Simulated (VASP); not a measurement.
# SnS2 in VASP: notebook

SnS2 is run at these levels: PBE+D3(BJ), LDA; tasks: relaxation of cell and atoms.

Program: VASP 6.6.1. These are calculated values, not measurements. Logs are shortened: lines on timing, memory, paths and dates and some standing lists are left out, and cuts for length are marked.

### 1 The cell of the first run

The cell holds a slab with vacuum, 12 atoms: a = 3.639 Å, b = 3.639 Å, c = 38.538 Å, α = 90.00°, β = 90.00°, γ = 120.00°.

### 2 Relaxation of cell and atoms, PBE+D3(BJ)

Contents of INCAR:

```
PREC = Accurate
ENCUT = 600
EDIFF = 1E-6
ISMEAR = 0
SIGMA = 0.03
LREAL = F
LASPH = T
NELM = 80
ALGO = Normal
ISIF = 3
LWAVE = F
LCHARG = F
GGA = PE
IVDW = 12
IBRION = 2
NSW = 90
EDIFFG = -0.01
LATTICE_CONSTRAINTS = .TRUE. .TRUE. .FALSE.
KPAR = 8
```

Contents of KPOINTS:

```
Automatic mesh
0
Gamma
  12 12 1
```

Contents of POSCAR:

```
SnS2
1.0
    3.6390000000      0.0000000000      0.0000000000
   -1.8195000000      3.1514664400      0.0000000000
    0.0000000000      0.0000000000     38.5380000000
S Sn
8 4
Direct
    0.6666666700      0.3333333300      0.2335357300
    0.3333333300      0.6666666700      0.3096683800
    0.6666666700      0.3333333300      0.3858010300
    0.3333333300      0.6666666700      0.4619336800
    0.6666666700      0.3333333300      0.5380663200
    0.3333333300      0.6666666700      0.6141989700
    0.6666666700      0.3333333300      0.6903316200
    0.3333333300      0.6666666700      0.7664642700
    0.0000000000      0.0000000000      0.2716020600
    0.0000000000      0.0000000000      0.4238673500
    0.0000000000      0.0000000000      0.5761326500
    0.0000000000      0.0000000000      0.7283979400
```

Potentials or basis: VASP PAW PBE potentials, release 64 (S, Sn_d).

Launch:

```bash
$ cat potpaw_PBE.64/S/POTCAR potpaw_PBE.64/Sn_d/POTCAR > POTCAR
$ mpirun -np 8 vasp_std > vasp.out
```

OUTCAR:

```text
PREC = Accurate
   ENCUT = 600
   EDIFF = 1E-6
   ISMEAR = 0
   LREAL = F
   LASPH = T
   NELM = 80
   ISIF = 3
   GGA = PE
   IVDW = 12
   IBRION = 2
   NSW = 90
   EDIFFG = -0.01
 IVDW          = 12

 ion  position               nearest neighbor table
   1  0.667  0.333  0.234-   9 2.56   9 2.56   9 2.56
   2  0.333  0.667  0.310-   9 2.56   9 2.56   9 2.56
   3  0.667  0.333  0.386-  10 2.56  10 2.56  10 2.56
   4  0.333  0.667  0.462-  10 2.56  10 2.56  10 2.56
   5  0.667  0.333  0.538-  11 2.56  11 2.56  11 2.56
   6  0.333  0.667  0.614-  11 2.56  11 2.56  11 2.56
   7  0.667  0.333  0.690-  12 2.56  12 2.56  12 2.56
   8  0.333  0.667  0.766-  12 2.56  12 2.56  12 2.56
   9  0.000  0.000  0.272-   2 2.56   2 2.56   2 2.56   1 2.56   1 2.56   1 2.56
  10  0.000  0.000  0.424-   3 2.56   3 2.56   3 2.56   4 2.56   4 2.56   4 2.56
  11  0.000  0.000  0.576-   6 2.56   6 2.56   6 2.56   5 2.56   5 2.56   5 2.56
  12  0.000  0.000  0.728-   7 2.56   7 2.56   7 2.56   8 2.56   8 2.56   8 2.56

  LATTYP: Found a hexagonal cell.
 ALAT       =     3.6390000000
 C/A-ratio  =    10.5902720528

  Lattice vectors:

 A1 = (   3.6390000000,   0.0000000000,   0.0000000000)
 A2 = (  -1.8195000000,   3.1514664400,   0.0000000000)
 A3 = (   0.0000000000,   0.0000000000,  38.5380000000)

Analysis of symmetry for initial positions (statically):
=====================================================================
 Subroutine PRICEL returns:
 Original cell was already a primitive cell.

 Routine SETGRP: Setting up the symmetry group for a
 hexagonal supercell.

 Subroutine GETGRP returns: Found 12 space group operations
 (whereof 12 operations were pure point group operations)
 out of a pool of 24 trial point group operations.

The static configuration has the point symmetry D_3d.

Analysis of symmetry for dynamics (positions and initial velocities):
=====================================================================
 Subroutine PRICEL returns:
 Original cell was already a primitive cell.

 Routine SETGRP: Setting up the symmetry group for a
 hexagonal supercell.

 Subroutine GETGRP returns: Found 12 space group operations
 (whereof 12 operations were pure point group operations)
 out of a pool of 24 trial point group operations.

The dynamic configuration has the point symmetry D_3d.

 Subroutine INISYM returns: Found 12 space group operations
 (whereof 12 operations are pure point group operations),
 and found     1 'primitive' translations

----------------------------------------------------------------------------------------

                                     Primitive cell

  volume of cell :     441.9610

  direct lattice vectors                    reciprocal lattice vectors
     3.639000000  0.000000000  0.000000000     0.274800769  0.158656298  0.000000000
    -1.819500000  3.151466440  0.000000000     0.000000000  0.317312597  0.000000000
     0.000000000  0.000000000 38.538000000     0.000000000  0.000000000  0.025948415

  length of vectors
     3.639000000  3.638999996 38.538000000     0.317312597  0.317312597  0.025948415

  position of ions in fractional coordinates (direct lattice)
     0.666666670  0.333333330  0.233535730
     0.333333330  0.666666670  0.309668380
     0.666666670  0.333333330  0.385801030
     0.333333330  0.666666670  0.461933680
     0.666666670  0.333333330  0.538066320
     0.333333330  0.666666670  0.614198970
     0.666666670  0.333333330  0.690331620
     0.333333330  0.666666670  0.766464270
     0.000000000  0.000000000  0.271602060
     0.000000000  0.000000000  0.423867350
     0.000000000  0.000000000  0.576132650
     0.000000000  0.000000000  0.728397940

  ion indices of the primitive-cell ions
   primitive index   ion index
                 1           1
                 2           2
                 3           3
                 4           4
                 5           5
                 6           6
                 7           7
                 8           8
                 9           9
                10          10
                11          11
                12          12

----------------------------------------------------------------------------------------

 KPOINTS: Automatic mesh

Automatic generation of k-mesh.
 Grid dimensions read from file:
 generate k-points for:   12   12    1

 Generating k-lattice:

  Cartesian coordinates                     Fractional coordinates (reciprocal lattice)
     0.022900064  0.013221358  0.000000000     0.083333333  0.000000000  0.000000000
     0.000000000  0.026442716  0.000000000     0.000000000  0.083333333  0.000000000
     0.000000000  0.000000000  0.025948415     0.000000000  0.000000000  1.000000000

  Length of vectors
     0.026442716  0.026442716  0.025948415

  Shift w.r.t. Gamma in fractional coordinates (k-lattice)
     0.000000000  0.000000000  0.000000000

 Subroutine IBZKPT returns following result:
 ===========================================

 Found     19 irreducible k-points:

 Following reciprocal coordinates:
            Coordinates               Weight
  0.000000  0.000000  0.000000      1.000000
  0.083333 -0.000000  0.000000      6.000000
  0.166667  0.000000  0.000000      6.000000
  0.250000 -0.000000  0.000000      6.000000
  0.333333 -0.000000  0.000000      6.000000
  0.416667 -0.000000  0.000000      6.000000
[... 11 lines left out ...]
  0.333333  0.250000  0.000000     12.000000
  0.333333  0.333333  0.000000      2.000000
   k-points           NKPTS =     19   k-points in BZ     NKDIM =     19   number of bands    NBANDS=     62
   number of dos      NEDOS =    301   number of ions     NIONS =     12
   total plane-waves  NPLWV = 288000
   dimension x,y,z NGX =    30 NGY =   30 NGZ =  320
   dimension x,y,z NGXF=    60 NGYF=   60 NGZF=  640
   ions per type =               8   4
   NGX,Y,Z   is equivalent  to a cutoff of  13.71, 13.71, 13.80 a.u.
   NGXF,Y,Z  is equivalent  to a cutoff of  27.41, 27.41, 27.61 a.u.
 SYSTEM =  unknown system
   PREC   = accura    normal or accurate (medium, high low for compatibility)
   ISTART =      0    job   : 0-new  1-cont  2-samecut
   ICHARG =      2    charge: 1-file 2-atom 10-const
   ISPIN  =      1    spin polarized calculation?
   LNONCOLLINEAR =      F non collinear calculations
   LSORBIT =      F    spin-orbit coupling
   LASPH  =      T    aspherical Exc in radial PAW
   ENCUT  =  600.0 eV  44.10 Ry    6.64 a.u.   7.27  7.27 76.97*2*pi/ulx,y,z
   NELM   =     80;   NELMIN=  2; NELMDL= -5     # of ELM steps
   EDIFF  = 0.1E-05   stopping-criterion for ELM
   LREAL  =      F    real-space projection
   EDIFFG = -.1E-01   stopping-criterion for IOM
   NSW    =     90    number of steps for IOM
   IBRION =      2    ionic relax: 0-MD 1-quasi-New 2-CG
   NFREE  =      1    steps in history (QN), initial steepest desc. (CG)
   ISIF   =      3    stress and relaxation
   ISYM   =      2    0-nonsym 1-usesym 2-fastsym
   POTIM  = 0.5000    time-step for ionic-motion
   TEBEG  =    0.0;   TEEND  =   0.0 temperature during run
   PSTRESS=    0.0 pullay stress
   NELECT =     104.0000    total number of electrons
   NUPDOWN=      -1.0000    fix difference up-down
   EMIN   =  10.00;   EMAX   =-10.00  energy-range for DOS
   EFERMI =   0.00;   METHOD = LEGACY
   ISMEAR =     0;   SIGMA  =   0.03  broadening in eV -4-tet -1-fermi 0-gaus
   EFERMI_NEDOS =   21; number of points for ismear=-14 and -15
   IALGO  =     38    algorithm
   IMIX   =      4    mixing-type and parameters
     AMIX     =   0.40;   BMIX     =  1.00
     AMIX_MAG =   1.60;   BMIX_MAG =  1.00
  volume/ion in A,a.u.               =      36.83       248.54
  Fermi-wavevector in a.u.,A,eV,Ry     =   1.010706  1.909956 13.898700  1.021526
  Thomas-Fermi vector in A             =   2.143711
   LORBIT       =      0    0 simple, 1 ext, 2 COOP (PROOUT), +10 PAW based schemes
   GGA     = PE    functional components
   LHFCALC =     F    Hartree Fock is set to
   AEXX    =    0.0000 exact exchange contribution
   IVDW    =    12    specifies the selected vdW correction
   LEPSILON=     F    determine dielectric tensor
   LRPA    =     F    only Hartree local field effects (RPA)
 conjugate gradient relaxation of ions
 non-spin polarized calculation
 Gauss-broadening in eV      SIGMA  =   0.03
  energy-cutoff  :      600.00
  volume of cell :      441.96
 maximum number of plane-waves:     14799
 NGX is ok and might be reduce to    30
   NGX = 15   NGY = 15   NGZ =153

--------------------------------------- Ionic step        1  -------------------------------------------

 number of electron     103.9999982 magnetization

 Free energy of the ion-electron system (eV)
  ---------------------------------------------------
  ext. energy  EPLUGINS =         0.00000000
  ---------------------------------------------------
  free energy    TOTEN  =       -52.60033644 eV

  energy without entropy =      -52.60033644  energy(sigma->0) =      -52.60033644

------------------------ aborting loop because EDIFF is reached ----------------------------------------

 Edisp (eV)   -3.66539

 E8    (eV) :    -1.5230

  FORCE on cell =-STRESS in cart. coord.  units (eV):
  Direction    XX          YY          ZZ          XY          YZ          ZX
  --------------------------------------------------------------------------------------
  -------------------------------------------------------------------------------------
  Total       3.13877     3.13877     2.72231    -0.00000     0.00000    -0.00000
  in kB      11.37853    11.37853     9.86878    -0.00000     0.00000    -0.00000
  external pressure =       10.88 kB  Pullay stress =        0.00 kB

 VOLUME and BASIS-vectors are now :
 -----------------------------------------------------------------------------
  energy-cutoff  :      600.00
  volume of cell :      441.96
      direct lattice vectors                 reciprocal lattice vectors
     3.639000000  0.000000000  0.000000000     0.274800769  0.158656298  0.000000000
    -1.819500000  3.151466440  0.000000000     0.000000000  0.317312597  0.000000000
     0.000000000  0.000000000 38.538000000     0.000000000  0.000000000  0.025948415
[... 204 lines left out ...]
     -0.00000      2.11722     11.94518        -0.000000      0.000000      0.043592
      1.83357      1.05861     14.85788        -0.000000      0.000000     -0.032530
     -0.00000      2.11722     17.81213        -0.000000      0.000000      0.032506
      1.83357      1.05861     20.72587         0.000000     -0.000000     -0.032506
     -0.00000      2.11722     23.68012         0.000000     -0.000000      0.032530
      1.83357      1.05861     26.59282         0.000000     -0.000000     -0.043592
     -0.00000      2.11722     29.54890        -0.000000     -0.000000      0.031296
     -1.83357      3.17583     10.46820         0.000000      0.000000      0.006597
      0.00000      0.00000     16.33500         0.000000      0.000000      0.000033
      0.00000      0.00000     22.20300         0.000000      0.000000     -0.000033
      0.00000      0.00000     28.06980         0.000000     -0.000000     -0.006597
 -----------------------------------------------------------------------------------
    total drift:                                0.000000      0.000000     -0.000000

  FREE ENERGIE OF THE ION-ELECTRON SYSTEM (eV)
  ---------------------------------------------------
  free  energy   TOTEN  =       -56.3016531748 eV

  energy  without entropy=      -56.3016531748  energy(sigma->0) =      -56.30165317

--------------------------------------- Ionic step        6  -------------------------------------------

 number of electron     103.9999987 magnetization

 Free energy of the ion-electron system (eV)
  ---------------------------------------------------
  ext. energy  EPLUGINS =         0.00000000
  ---------------------------------------------------
  free energy    TOTEN  =       -52.68738711 eV

  energy without entropy =      -52.68738711  energy(sigma->0) =      -52.68738711

 E-fermi :   0.3982     XC(G=0):  -6.1199

 val. band max:        0.1926133333   @ k =   0.0833   0.0833   0.0000
 cond. band min:       1.6450905372   @ k =   0.5000  -0.0000   0.0000
 fundamental gap:      1.4524772039
 Fermi energy:         0.3982218578

 k-point     1 :       0.0000    0.0000    0.0000
  band No.  band energies     occupation
      1     -20.6785      2.00000
      2     -20.6785      2.00000
      3     -20.6784      2.00000
      4     -20.6784      2.00000
      5     -20.6731      2.00000
      6     -20.6731      2.00000
[... 1250 lines left out ...]
 POSITION                                       TOTAL-FORCE (eV/Angst)
 -----------------------------------------------------------------------------------
      1.83130      1.05730      8.98457        -0.000000      0.000000      0.007606
     -0.00000      2.11461     11.95109        -0.000000      0.000000      0.000490
      1.83130      1.05730     14.85346         0.000000     -0.000000      0.001123
     -0.00000      2.11461     17.81655         0.000000     -0.000000     -0.001043
      1.83130      1.05730     20.72145        -0.000000     -0.000000      0.001043
     -0.00000      2.11461     23.68454        -0.000000      0.000000     -0.001123
      1.83130      1.05730     26.58691         0.000000     -0.000000     -0.000490
     -0.00000      2.11461     29.55343         0.000000     -0.000000     -0.007606
      0.00000      0.00000     10.46884         0.000000      0.000000      0.006506
      0.00000      0.00000     16.33499         0.000000     -0.000000      0.000458
      0.00000      0.00000     22.20301         0.000000     -0.000000     -0.000458
      0.00000      0.00000     28.06916         0.000000     -0.000000     -0.006506
 -----------------------------------------------------------------------------------
    total drift:                                0.000000      0.000000     -0.000000

  FREE ENERGIE OF THE ION-ELECTRON SYSTEM (eV)
  ---------------------------------------------------
  free  energy   TOTEN  =       -56.3022299278 eV

  energy  without entropy=      -56.3022299278  energy(sigma->0) =      -56.30222993

 reached required accuracy - stopping structural energy minimisation
```

It took 6.9 min on 8 MPI ranks of AMD EPYC 9R45 (Zen 5), shared host; peak memory 0.97 GiB.

What came out:

```
Free energy                           : -56.3022 eV
Relaxed cell                          : a = 3.663 Å, b = 3.663 Å, c = 38.538 Å, α = 90.00°, β = 90.00°, γ = 120.00°
Space group after relaxing (to 0.1 Å) : P-3m1 (No. 164)
Energy gained by relaxing             : 3.0 meV/atom
Ionic steps                           : 6
Largest force after relaxing          : 0.008 eV/Å
Band gap on the k mesh                : 1.45 eV (least direct gap 1.70 eV)
Dispersion energy per atom            : -0.301 eV
```

Forces on the atoms (eV/Å):
```
S    0.000  0.000  0.008
S    0.000  0.000  0.000
S    0.000  0.000  0.001
S    0.000  0.000 -0.001
S    0.000  0.000  0.001
S    0.000  0.000 -0.001
S    0.000  0.000  0.000
S    0.000  0.000 -0.008
Sn   0.000  0.000  0.007
Sn   0.000  0.000  0.000
Sn   0.000  0.000  0.000
Sn   0.000  0.000 -0.007
```

Step by step:
| step | energy change (eV) | largest force (eV/Å) | pressure (GPa) | volume (Å³) |
| --- | --- | --- | --- | --- |
| 1 | 0.0000 | 0.2766 | 1.09 | 441.96 |
| 2 | -0.0271 | 0.0609 | -0.53 | 453.19 |
| 3 | -0.0350 | 0.0598 | -0.04 | 449.49 |
| 4 | -0.0350 | 0.0638 | 0.00 | 449.34 |
| 5 | -0.0359 | 0.0436 | -0.01 | 448.82 |
| 6 | -0.0365 | 0.0076 | -0.02 | 447.71 |

Final structure:
```
CELL_PARAMETERS angstrom
3.66261 0.00000 0.00000
-1.83130 3.17191 0.00000
0.00000 0.00000 38.53800
ATOMIC_POSITIONS crystal
S 0.66667 0.33333 0.23314
S 0.33333 0.66667 0.31011
S 0.66667 0.33333 0.38542
S 0.33333 0.66667 0.46231
S 0.66667 0.33333 0.53769
S 0.33333 0.66667 0.61458
S 0.66667 0.33333 0.68989
S 0.33333 0.66667 0.76686
Sn 0.00000 0.00000 0.27165
Sn 0.00000 0.00000 0.42387
Sn 0.00000 0.00000 0.57613
Sn 0.00000 0.00000 0.72835
```

Caveat: spin-orbit coupling is left out, which moves the levels of the heavy elements. Zero-point motion and thermal expansion aren't in these numbers.

[end of part 1 of 2]
